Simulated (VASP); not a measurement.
A run of VASP 6.6.1 is set up as follows.

File INCAR:

```
ALGO = Normal
EDIFF = 1E-8
ENCUT = 520
GGA = PE
ISIF = 2
ISMEAR = -1
LASPH = T
LCHARG = F
LEFG = T
LREAL = F
LWAVE = F
NBANDS = 12
NELM = 80
PREC = Accurate
SIGMA = 0.05
```

Contents of KPOINTS:

```
k-points
0
Gamma
  14 14 14
```

POSCAR

```
In
1.0
   -1.6261500000      1.6261500000      2.4739500000
    1.6261500000     -1.6261500000      2.4739500000
    1.6261500000      1.6261500000     -2.4739500000
In
1
Direct
    0.0000000000      0.0000000000      0.0000000000
```

Potentials or basis: VASP PAW PBE potentials, release 64 (In_d).

Command:

```sh
$ cat potpaw_PBE.64/In_d/POTCAR > POTCAR
$ mpirun -np 1 vasp_std > vasp.out
```

Q: Estimate the pressure.

A: 1.9 GPa.

Stress tensor (GPa, compression positive):
```
1.79 0.00 0.00
0.00 1.79 0.00
0.00 0.00 2.06
```

Caveat: without QUAD_EFG the Cq values of the log hold for a quadrupole moment of 1 mb, not for the nuclei.
